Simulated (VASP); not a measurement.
**CsH: phonons with r2SCAN**

Crystal: CsH.

```
Cs H
1.0
     3.18800    3.18800    0.00000
    -3.18800    3.18800    0.00000
     0.00000    3.18800    3.18800
Cs H
1 1
Direct
  0.00000 0.00000 0.00000
  0.50000 0.50000 0.00000
```

```json
{"Program": "VASP 6.6.1", "Task": "phonons", "Functional": "r2SCAN", "Potentials or basis": "VASP PAW PBE potentials, release 64 (Cs_sv, H)", "Cutoff": "520 eV", "k mesh": "6 × 6 × 6", "Occupations": "gaussian, width 0.01 eV", "Spin": "no spin polarisation", "Dipole correction": "no", "Further INCAR settings": "ALGO = Normal; EDIFF = 1e-08; NBANDS = 12; IBRION = 6; POTIM = 0.015; NSW = 1"}
```

```json
{
  "Highest phonon frequency at Γ": "408 cm⁻¹"
}
```

Phonon frequencies in cm⁻¹ (negative: imaginary):
```csv
q point,frequencies
"(0.000, 0.000, 0.000)",0 0 0 408 408 408
```

Wall time 5.4 min on 1 thread of AMD EPYC 9R45 96-Core Processor (Zen 5), on a shared host, peak memory 0.21 GiB.
